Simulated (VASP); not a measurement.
Here is a VASP 6.6.1 calculation.

File INCAR:

```
AGGAC    = 1.0          
AGGAX    = 1.0          
ALDAC    = 0.0          
ALDAX    = 1.0          
ALGO     = Normal         # electronic algorithm
EDIFF    = 1E-6           # SCF threshold, eV
EDIFFG   = -0.01          # ionic threshold
ENCUT    = 600            # plane-wave cutoff, eV
GGA      = B5             # functional
IBRION   = 2              # ionic algorithm
ISIF     = 3              # what is computed and relaxed
ISMEAR   = -1             # smearing method
LASPH    = True           # aspherical terms in the spheres
LCHARG   = False          # write CHGCAR
LREAL    = False          # projectors in reciprocal space
LWAVE    = False          # write WAVECAR
NELM     = 100            # most SCF steps
NSW      = 80             # ionic steps
PREC     = Accurate       # precision mode
SIGMA    = 0.1            # smearing width, eV
```

File KPOINTS:

```
k-points
0
Gamma
  13 13 13
```

The input POSCAR:

```
Ga
1.0
   -1.6983540166      1.6983540166      1.6983540166
    1.6983540166     -1.6983540166      1.6983540166
    1.6983540166      1.6983540166     -1.6983540166
Ga
1
Direct
    0.0000000000      0.0000000000      0.0000000000
```

Potentials or basis: VASP PAW PBE potentials, release 64 (Ga_d).

Command:

```bash
$ cat potpaw_PBE.64/Ga_d/POTCAR > POTCAR
$ mpirun -np 1 vasp_std > vasp.out
```

(1) What does it give for the relaxed volume?

(2) Predict the relaxed cell.

(3) Estimate the space group after relaxing (to 0.05 Å).

Results:

(1) 21.94 Å³/atom.

(2) a = 3.054 Å, b = 3.054 Å, c = 3.054 Å, α = 109.47°, β = 109.47°, γ = 109.47°.

(3) Im-3m (No. 229).

Caveat: the PAW data sets were made with another functional, which shifts forces and pressure a little.
